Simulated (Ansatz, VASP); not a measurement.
**Ta: VASP beside Ansatz**

The input INCAR:

```
PREC     = Accurate       # precision mode
ENCUT    = 520            # plane-wave cutoff, eV
EDIFF    = 1E-6           # SCF threshold, eV
ISMEAR   = 0              # smearing method
SIGMA    = 0.012          # smearing width, eV
LREAL    = False          # projectors in reciprocal space
LASPH    = True           # aspherical terms in the spheres
NELM     = 60             # most SCF steps
ALGO     = Fast           # electronic algorithm
ISIF     = 2              # what is computed and relaxed
LWAVE    = False          # write WAVECAR
LCHARG   = True           # write CHGCAR
GGA      = PE             # functional
LELF     = True           # ELF
LVHAR    = True         
NBANDS   = 12             # bands
```

The input KPOINTS:

```
Automatic mesh
0
Gamma
  11 11 11
```

The input POSCAR:

```
Ta
1.0
   -1.6512800000      1.6512800000      1.6512800000
    1.6512800000     -1.6512800000      1.6512800000
    1.6512800000      1.6512800000     -1.6512800000
Ta
1
Direct
    0.0000000000      0.0000000000      0.0000000000
```

The input input.yaml:

```yaml
crystal:
  lattice:
    - [-1.65128, 1.65128, 1.65128]
    - [1.65128, -1.65128, 1.65128]
    - [1.65128, 1.65128, -1.65128]
  atoms:
    - { symbol: Ta, position: [0.0, 0.0, 0.0] }
hamiltonian:
  xc: pbe
  pseudopotentials: { kind: paw }
kpoints:
  mp_grid: { grid: [11, 11, 11] }
scf:
  occupations: { method: gaussian, width: 0.012 }
output:
  forces: true
  stress: true
  eigenvalues: true
```

Alike in both runs: task single point; functional PBE; k mesh 11 × 11 × 11; occupations gaussian, width 0.012 eV; no spin polarisation.

|  | VASP | Ansatz |
| --- | --- | --- |
| version | VASP 6.6.1 | Ansatz 0.2.0 |
| potentials or method | VASP PAW PBE potentials, release 64 (Ta_pv) | Ansatz PAW |
| plane-wave cutoff (eV) | 520 | 420 |
| valence electrons in the cell | 11 | 13 |

|  | VASP | Ansatz | Ansatz less VASP |
| --- | --- | --- | --- |
| gap on the k mesh at the Fermi level (eV) | none | none | - |
| pressure (GPa) | 2.2 | 2.1 | -0.14 |

A gap of «none» marks a metal or a gap that the smearing closes. VASP's potentials hold 11 valence electrons a cell and Ansatz's 13, so a difference there can come from the potentials and not from the codes.

Neither program's run includes spin-orbit coupling.
